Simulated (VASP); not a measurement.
Here is a VASP 6.6.1 calculation.

INCAR

```
PREC = Accurate
ENCUT = 400
EDIFF = 1E-6
ISMEAR = 0
SIGMA = 0.1
LREAL = F
LASPH = T
NELM = 120
ALGO = Normal
ISIF = 2
LWAVE = F
LCHARG = F
GGA = PE
NBANDS = 86
GGA_COMPAT = F
```

The input KPOINTS:

```
Automatic mesh
0
Gamma
  2 2 2
  0.5 0.5 0.5
```

Contents of POSCAR:

```
K16H
1.0
   10.5652584730      0.0000000000      0.0000000000
    0.0000000000     10.5652584730      0.0000000000
    0.0000000000      0.0000000000     10.5652584730
K H
16 1
Direct
    0.0287118390      0.0323535861     -0.0000148600
    0.4710134648      0.0034580318     -0.0001099831
    0.0217437179      0.4472060018      0.0000208230
    0.0058437756      0.0082467457      0.5000537387
    0.2554417393      0.2562397320      0.2399150013
    0.5091316047      0.5096134670     -0.0000887815
    0.4874485573     -0.0106494318      0.4999966649
    0.7348143938      0.2388997871      0.2497358684
   -0.0123198122      0.4884629196      0.4999969488
    0.2371077817      0.7380939160      0.2497829094
    0.2554658750      0.2562259132      0.7601055876
    0.5048080947      0.5065931907      0.4999377927
    0.7630793909      0.7595405281      0.2367533181
    0.7348021840      0.2389660420      0.7500813180
    0.2371254813      0.7380433730      0.7500867130
    0.7630914114      0.7595085364      0.7631499997
    0.1753480054      0.2405708300      0.0000142921
```

Potentials or basis: VASP PAW PBE potentials, release 64 (K_sv, H).

Command:

```sh
$ cat potpaw_PBE.64/K_sv/POTCAR potpaw_PBE.64/H/POTCAR > POTCAR
$ mpirun -np 1 vasp_std > vasp.out
```

Task: Estimate the pressure.

Result: 0.0 GPa.

Task: Estimate the band gap on the k mesh.

Result: Zero (an odd number of electrons rules out a gap without spin polarisation).

Task: What does it give for the largest force?

Result: 0.057 eV/Å.

Forces on the atoms (eV/Å):
```
K   -0.008 -0.001  0.000
K    0.044 -0.029  0.000
K   -0.029  0.049  0.000
K    0.000  0.001  0.000
K    0.002 -0.004 -0.007
K   -0.004 -0.006  0.000
K    0.002 -0.006  0.000
K   -0.002  0.001  0.003
K    0.004 -0.001  0.000
K   -0.002  0.005 -0.006
K    0.001 -0.003  0.007
K   -0.001  0.006  0.000
K    0.010 -0.006 -0.005
K   -0.001  0.001 -0.002
K   -0.002  0.005  0.006
K    0.010 -0.006  0.006
H   -0.024 -0.006  0.000
```
